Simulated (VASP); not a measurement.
A run of VASP 6.6.1 is set up as follows.

File INCAR:

```
PREC = Accurate
ENCUT = 520
EDIFF = 1E-6
ISMEAR = 0
SIGMA = 0.05
LREAL = F
LASPH = T
NELM = 100
ALGO = Normal
ISIF = 2
LWAVE = F
LCHARG = F
GGA = PE
NBANDS = 25
```

The input KPOINTS:

```
regular mesh
0
Gamma
  6 6 8
```

The input POSCAR:

```
SiO2
1.0
    4.2358788266      0.0000000000      0.0000000000
    0.0000000000      4.0380632854      0.0000000000
    0.0000000000      0.0000000000      2.6897743046
Si O
2 4
Direct
    0.5000000000      0.5000000000      0.5000000000
    0.0000000000      0.0000000000      0.0000000000
    0.7209573303      0.6650682551      0.0000000000
    0.2209573303      0.8349317449      0.5000000000
    0.2790426697      0.3349317449      0.0000000000
    0.7790426697      0.1650682551      0.5000000000
```

Potentials or basis: VASP PAW PBE potentials, release 64 (Si, O).

The run is started by

```sh
$ cat potpaw_PBE.64/Si/POTCAR potpaw_PBE.64/O/POTCAR > POTCAR
$ mpirun -np 1 vasp_std > vasp.out
```

(1) Predict the largest force.

(2) What does it give for the pressure?

(3) Predict the band gap on the k mesh.

Results:

(1) 0.663 eV/Å.

(2) 12.5 GPa.

(3) 5.66 eV.

Caveat: the cell differs from its parent crystal (atoms displaced along a vibrational mode, the cell strained); the cell stands under pressure.
